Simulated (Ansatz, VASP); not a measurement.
Ir: VASP and Ansatz over several settings

```xyz
1
Lattice="0.0000 1.9283 1.9283 1.9283 0.0000 1.9283 1.9283 1.9283 0.0000" Properties=species:S:1:pos:R:3 pbc="T T T"
Ir    0.0000    0.0000    0.0000
```

Single points on this cell with VASP 6.6.1 and Ansatz 0.2.0. Each row is one pair of runs. Alike in all rows: spin: off; smearing: fermi-dirac, width 0.05 eV.

```csv
level,k mesh,"VASP's potentials, cutoff","Ansatz's potentials, cutoff","gap on the k mesh at the Fermi level (eV), VASP","gap on the k mesh at the Fermi level (eV), Ansatz","pressure (GPa), VASP","pressure (GPa), Ansatz"
r2SCAN,12 × 12 × 12,"VASP PAW PBE potentials, release 64 (Ir_sv_GW), 550 eV","Ansatz PAW, 500 eV",none,none,-6.1,-4.0
LDA,12 × 12 × 12,"VASP PAW LDA potentials, release 64 (Ir_sv_GW), 500 eV","Ansatz PAW, 420 eV",none,none,-15.4,-13.6
r2SCANh,6 × 6 × 6,"VASP PAW PBE potentials, release 64 (Ir), 520 eV","Ansatz PAW, 500 eV",none,none,-4.6,-7.2
```

Pressure (GPa): the two programs differ by at most 2.6.

VASP's potentials hold 9 valence electrons a cell and Ansatz's 17 in some rows, so a difference there can come from the potentials and not from the codes.

A gap of «none» marks a metal or a gap that the smearing closes.

The k mesh is coarse in some rows, so the values compare programs but aren't converged. Spin-orbit coupling is off throughout.
